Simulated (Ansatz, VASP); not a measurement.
## Lu2AsP in VASP and in Ansatz

```xyz
4
Lattice="3.9608 0.0000 0.0000 0.0000 3.9608 0.0000 0.0000 0.0000 5.5975" Properties=species:S:1:pos:R:3 pbc="T T T"
P     0.0000    0.0000    0.0000
Lu    0.0000    0.0000    2.7987
Lu    1.9804    1.9804    0.0000
As    1.9804    1.9804    2.7987
```

Alike in both runs: task single point; functional PBE; k mesh 6 × 6 × 6; occupations fermi-dirac, width 0.02 eV; no spin polarisation.

|  | VASP | Ansatz |
| --- | --- | --- |
| version | VASP 6.6.1 | Ansatz 0.2.0 |
| potentials or method | VASP PAW PBE potentials, release 64 (P, Lu, As) | plane waves, PAW |
| plane-wave cutoff (eV) | 520 | 420 |
| valence electrons in the cell | 60 | 70 |

```tsv
	VASP	Ansatz	Ansatz less VASP
pressure (GPa)	0.9	0.6	-0.35
```

The functional is the same, so the differences come from potentials, cutoffs and numerics. VASP's potentials hold 60 valence electrons a cell and Ansatz's 70, so a difference there can come from the potentials and not from the codes.

Neither program's run includes spin-orbit coupling.
